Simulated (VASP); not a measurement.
A run of VASP 6.6.1 is set up as follows.

File INCAR:

```
PREC = Accurate
ENCUT = 520
EDIFF = 1E-6
ISMEAR = 0
SIGMA = 0.1
LREAL = F
LASPH = T
NELM = 80
ALGO = Normal
ISIF = 2
LWAVE = F
LCHARG = F
GGA = PE
NBANDS = 38
```

KPOINTS

```
Automatic mesh
0
Gamma
  10 10 10
```

File POSCAR:

```
Ga2SnO3
1.0
   -2.6691098916      2.6691098916      3.7239750847
    2.6691098916     -2.6691098916      3.7239750847
    2.6691098916      2.6691098916     -3.7239750847
Ga Sn O
2 1 3
Direct
    0.7500000000      0.2500000000      0.5000000000
    0.2500000000      0.7500000000      0.5000000000
    0.5000000000      0.5000000000      0.0000000000
    0.5000000000      0.0000000000      0.5000000000
    0.0000000000      0.5000000000      0.5000000000
    0.0000000000      0.0000000000      0.0000000000
```

Potentials or basis: VASP PAW PBE potentials, release 64 (Ga_d, Sn_d, O).

The run is started by

```bash
$ cat potpaw_PBE.64/Ga_d/POTCAR potpaw_PBE.64/Sn_d/POTCAR potpaw_PBE.64/O/POTCAR > POTCAR
$ mpirun -np 1 vasp_std > vasp.out
```

Question: Estimate the pressure.

Answer: 0.1 GPa.

Question: Estimate the band gap on the k mesh.

Answer: Zero (bands 29 and 30 overlap by 0.33 eV).

Stress tensor (GPa, compression positive):
```
-0.08  0.00  0.00
 0.00 -0.08  0.00
 0.00  0.00  0.55
```

Caveat: spin-orbit coupling is left out, which moves the levels of the heavy elements.
